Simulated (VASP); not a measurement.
Runs of VASP 6.6.1 on KBr. The structure is that of space group Fm-3m (No. 225), or close to it. The cells are those of the table. 

```tsv
task	level	spin	cell	k mesh	cutoff (eV)	smearing	grid for exact exchange (PRECFOCK)	share of exact exchange	gap on the mesh (eV)	pressure (GPa)	moment (μB)	relaxed volume (Å³/atom)
single point	r2SCAN+D3(BJ)	non-collinear, zero start, SOC	a = 4.638 Å, angles 60.0°, 2 atoms	7 × 7 × 7	520	gaussian 0.01 eV	-	-	-	(a)	0.00	-
relaxation of cell and atoms	BLYP+D3(BJ)	off	relaxed from a = 4.667 Å, angles 60.0°, 2 atoms	7 × 7 × 7	600	fermi-dirac 0.05 eV	-	-	4.56	0.0	-	(c)
relaxation of cell and atoms	PBE0	off	relaxed from a = 4.667 Å, angles 60.0°, 2 atoms	4 × 4 × 4	600	fermi-dirac 0.05 eV	Normal	0.25	6.24	0.0	-	37.05
single point	r2SCAN+D3(BJ)	non-collinear, zero start, SOC	a = 4.667 Å, angles 60.0°, 2 atoms	7 × 7 × 7	520	gaussian 0.01 eV	-	-	-	(b)	0.00	-
relaxation of cell and atoms	BLYP+D4	off	relaxed from a = 4.667 Å, angles 60.0°, 2 atoms	7 × 7 × 7	600	fermi-dirac 0.05 eV	-	-	4.38	0.0	-	36.74
```

Alike in all rows: potentials or basis VASP PAW PBE potentials, release 64 (Br, K_sv).

Q: Estimate the missing entries.

A: (a) -0.1; (b) -0.4; (c) 34.55.

Caveats: the PAW data sets were made with another functional, which shifts forces and pressure a little; three body term missing (at least some runs); an odd mesh through Γ misses points on the zone boundary, where band edges can lie (at least some runs).

A k mesh can miss the band edges, and rows without SOC leave out spin-orbit coupling on Br.
